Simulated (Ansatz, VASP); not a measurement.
ZrC in VASP and in Ansatz

The input INCAR:

```
SYSTEM = ZrC
  PREC = Accurate
  ENCUT = 520
  EDIFF = 1E-7
  ISMEAR = -1
  SIGMA = 0.1
  LREAL = .False.
  LASPH = .True.
  NELM = 60
  ALGO = Normal
  ISIF = 2
  LWAVE = .False.
  LCHARG = .True.
  GGA = PE
  LELF = .True.
  LVHAR = .True.
  NBANDS = 15
```

KPOINTS

```
Automatic mesh
0
Gamma
  14 14 14
  0 0 0
```

The input POSCAR:

```
ZrC
1.0
    2.3195378593      0.0000000000      0.0000000000
    0.0000000000      2.3195378593      0.0000000000
    0.0000000000      0.0000000000      2.3195378593
Zr C
1 1
Direct
    0.0000000000      0.0000000000      0.0000000000
    0.5000000000      0.5000000000      0.5000000000
```

Input for Ansatz:

```yaml
crystal:
  lattice:
    - [2.3195378593, 0.0, 0.0]
    - [0.0, 2.3195378593, 0.0]
    - [0.0, 0.0, 2.3195378593]
  atoms:
    - { symbol: Zr, position: [0.0, 0.0, 0.0] }
    - { symbol: C, position: [0.5, 0.5, 0.5] }
kpoints:
  mp_grid: { grid: [14, 14, 14] }
scf:
  occupations: { method: fermi_dirac, width: 0.1 }
hamiltonian:
  xc: pbe
  pseudopotentials: { kind: all_electron, lapw: { basis_error: 0.001 } }
output:
  forces: true
  stress: true
  eigenvalues: true
  populations: true
```

Change from the starting cell: volume scaled by 0.5, LAPW.

Alike in both runs: task single point; functional PBE; k mesh 14 × 14 × 14; occupations fermi-dirac, width 0.1 eV; no spin polarisation.

|  | VASP | Ansatz |
| --- | --- | --- |
| version | VASP 6.6.1 | Ansatz 0.2.0 |
| potentials or method | VASP PAW PBE potentials, release 64 (Zr_sv, C), cutoff 520 eV | all-electron LAPW, scalar-relativistic |

```csv
,VASP,Ansatz,Ansatz less VASP
pressure (GPa),514.6,511.8,-2.80
```

Both programs put the cell under a high pressure, so it lies far from rest at this level. Ansatz ran all-electron here, and VASP with PAW potentials.

Noted on VASP's run: the cell as given lies far from equilibrium.
